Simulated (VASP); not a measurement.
Set up this calculation in VASP 6.6.1, as the native input.

```
Task                   : single point
Functional             : PBE
Potentials or basis    : VASP PAW PBE potentials, release 64 (Na_pv, H)
Cutoff                 : 520 eV
k mesh                 : 6 × 6 × 4
Occupations            : gaussian, width 0.1 eV
Spin                   : no spin polarisation
Dipole correction      : no
Further INCAR settings : ALGO = Normal; EDIFF = 1e-06; NBANDS = 16
```

The structure of NaH lies in POSCAR:

```
NaH
1.0
    3.4098049900      0.0000000000      0.0000000000
    0.0000000000      3.4130756200      0.0000000000
    0.0000000000      0.0000000000      4.9909900500
Na H
2 2
Direct
    0.0000000000      0.0000000000      0.7395069900
    0.5000000000      0.5000000000      0.2604930100
    0.0000000000      0.0000000000      0.3381147500
    0.5000000000      0.5000000000      0.6618852500
```

The input as run:

INCAR

```
PREC = Accurate
ENCUT = 520
EDIFF = 1E-6
ISMEAR = 0
SIGMA = 0.1
LREAL = False
LASPH = True
NELM = 80
ALGO = Normal
ISIF = 2
LWAVE = False
LCHARG = True
GGA = PE
LELF = True
LVHAR = True
NBANDS = 16
```

KPOINTS

```
Automatic mesh
0
Gamma
  6 6 4
```

Potentials or basis: VASP PAW PBE potentials, release 64 (Na_pv, H).

Command:

```sh
$ cat potpaw_PBE.64/Na_pv/POTCAR potpaw_PBE.64/H/POTCAR > POTCAR
$ mpirun -np 1 vasp_std > vasp.out
```

It gave:

```yaml
Pressure: 1.2 GPa
Largest_force: 1.234 eV/Å
Band_gap_on_the_k_mesh: 3.27 eV, indirect (least direct gap 3.36 eV)
```

Caveat: forces of over 1 eV/Å act on the atoms, so gaps and moduli don't describe the material at rest.

Wall time 50 s on 1 thread of AMD EPYC 7R43 64-Core Processor (Zen 3), on a shared host, peak memory 0.15 GiB.
